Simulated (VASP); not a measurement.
ZnS3:

```xyz
8
Lattice="5.9761 0.0000 0.0000 0.0000 5.9761 0.0000 0.0000 0.0000 3.6242" Properties=species:S:1:pos:R:3 pbc="T T T"
Zn    2.9880    2.9880    0.0000
Zn    0.0000    0.0000    0.0000
S     4.0510    4.9130    1.7222
S     4.9130    1.9250    1.9020
S     2.9880    0.0000    0.7665
S     0.0000    2.9880    2.8576
S     1.9250    1.0630    1.7222
S     1.0630    4.0510    1.9020
```

```yaml
Program: VASP 6.6.1
Task: relaxation of cell and atoms
Functional: PBE
Potentials_or_basis: VASP PAW PBE potentials, release 64 (Zn, S)
Cutoff: 600 eV
k_mesh: 4 × 4 × 6
Occupations: gaussian, width 0.1 eV
Spin: no spin polarisation
```

At the start: pressure 29.5 GPa; volume 16.18 Å³/atom.

**Question.** How do energy, volume and symmetry change on relaxing?

**Answer.** Over 13 steps the energy falls by 520.5 meV/atom and the volume is 18.30 Å³/atom (+13.1 %); space group P-42_1m (No. 113, to 0.1 Å) before and after.

The path:
```tsv
step	energy change (eV)	largest force (eV/Å)	pressure (GPa)	volume (Å³)
1	0.0000	7.6175	29.53	129.43
2	0.6907	1.9685	-12.69	193.26
3	-3.6953	1.3442	-3.21	151.39
4	-3.7677	1.0723	-1.85	149.34
5	-3.8027	0.6314	0.22	146.60
6	-3.8026	0.6947	-0.07	146.96
7	-4.0803	0.3446	-0.54	147.74
8	-4.1594	0.1095	-0.71	148.19
9	-4.1595	0.1113	-0.70	148.21
10	-4.1621	0.1381	0.30	146.48
11	-4.1629	0.0791	-0.04	147.05
12	-4.1636	0.0510	-0.01	146.83
13	-4.1642	0.0157	0.03	146.40
```

Final structure:
```cif
data_structure
_symmetry_space_group_name_H-M 'P 1'
_symmetry_Int_Tables_number 1
_cell_length_a 6.4967
_cell_length_b 6.4967
_cell_length_c 3.4686
_cell_angle_alpha 90.000
_cell_angle_beta 90.000
_cell_angle_gamma 90.000
_cell_volume 146.40
loop_
_atom_site_label
_atom_site_type_symbol
_atom_site_fract_x
_atom_site_fract_y
_atom_site_fract_z
_atom_site_occupancy
Zn1 Zn 0.50000 0.50000 0.00000 1
Zn2 Zn 0.00000 0.00000 0.00000 1
S1 S 0.69362 0.80638 0.48933 1
S2 S 0.80638 0.30638 0.51067 1
S3 S 0.50000 0.00000 0.18643 1
S4 S 0.00000 0.50000 0.81357 1
S5 S 0.30638 0.19362 0.48933 1
S6 S 0.19362 0.69362 0.51067 1
```
